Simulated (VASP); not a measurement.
Write the native input for VASP 6.6.1 that does the following.

* Task: single point
* Functional: r2SCAN
* Potentials or basis: VASP PAW PBE potentials, release 64 (Ti_sv)
* Cutoff: 520 eV
* k mesh: 18 × 18 × 18
* Occupations: gaussian, width 0.1 eV
* Spin: no spin polarisation
* Dipole correction: no
* Further INCAR settings: ALGO = Normal; EDIFF = 1e-06; NBANDS = 12

Ti:

```
CELL_PARAMETERS angstrom
0.00000 2.09546 2.09546
2.09546 0.00000 2.09546
2.09546 2.09546 0.00000
ATOMIC_POSITIONS crystal
Ti 0.00000 0.00000 0.00000
```

This cell differs from its parent crystal: volume scaled by 1.06.

One way to write it, as run:

POSCAR

```
Ti
1.0
    0.0000000000      2.0954589391      2.0954589391
    2.0954589391      0.0000000000      2.0954589391
    2.0954589391      2.0954589391      0.0000000000
Ti
1
Direct
    0.0000000000      0.0000000000      0.0000000000
```

INCAR.step1

```
PREC = Accurate ; ENCUT = 520
ISMEAR = 0 ; SIGMA = 0.1
LREAL = F ; LASPH = T
NELM = 100 ; NBANDS = 12
GGA = PE ; ALGO = Normal
EDIFF = 1E-4 ; LWAVE = T
LCHARG = F
```

INCAR.step2

```
PREC = Accurate ; ENCUT = 520
EDIFF = 1E-6 ; ISMEAR = 0
SIGMA = 0.1 ; LREAL = F
LASPH = T ; NELM = 100
ALGO = Normal ; ISIF = 2
LWAVE = F ; LCHARG = F
METAGGA = R2SCAN ; LMIXTAU = T
NBANDS = 12 ; ISTART = 1
```

KPOINTS

```
regular mesh
0
Gamma
  18 18 18
```

Potentials or basis: VASP PAW PBE potentials, release 64 (Ti_sv).

Run with:

```bash
$ cat potpaw_PBE.64/Ti_sv/POTCAR > POTCAR
$ cp INCAR.step1 INCAR
$ mpirun -np 1 vasp_std > vasp.out
$ cp INCAR.step2 INCAR
$ mpirun -np 1 vasp_std > vasp.out
```

It gave:

- Pressure: -5.5 GPa
- Band gap on the k mesh: zero (band 6 reaches 8.58 eV, above the bottom of band 7 at 7.23 eV)

Caveat: the PAW data sets were made with another functional, which shifts forces and pressure a little.

It took 61 s on 1 thread of Intel(R) Xeon(R) 6975P-C (Granite Rapids) (shared host), peak memory 0.17 GiB.
